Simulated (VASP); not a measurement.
Here is a VASP 6.6.1 calculation.

File INCAR:

```
PREC = Accurate
ENCUT = 500
EDIFF = 1E-6
ISMEAR = 0
SIGMA = 0.02
LREAL = F
LASPH = T
NELM = 120
ALGO = Normal
ISIF = 2
LWAVE = F
LCHARG = T
GGA = PS
LELF = T
LVHAR = T
NBANDS = 16
GGA_COMPAT = F
```

Contents of KPOINTS:

```
Automatic mesh
0
Gamma
  12 12 12
```

File POSCAR:

```
GaAs
1.0
    0.0000000000      2.8295489064      2.8295489064
    2.8295489064      0.0000000000      2.8295489064
    2.8295489064      2.8295489064      0.0000000000
Ga As
1 1
Direct
    0.0000000000      0.0000000000      0.0000000000
    0.2500000000      0.2500000000      0.2500000000
```

Potentials or basis: VASP PAW PBE potentials, release 64 (Ga_d, As).

Run with:

```sh
$ cat potpaw_PBE.64/Ga_d/POTCAR potpaw_PBE.64/As/POTCAR > POTCAR
$ mpirun -np 1 vasp_std > vasp.out
```

**Question.** Predict the pressure.

**Answer.** 0.2 GPa.

**Question.** What does it give for the band gap on the k mesh?

**Answer.** 0.43 eV, direct.

Caveat: the PAW data sets were made with another functional, which shifts forces and pressure a little. PBEsol gaps usually lie below the measured ones, often by a third to a half.
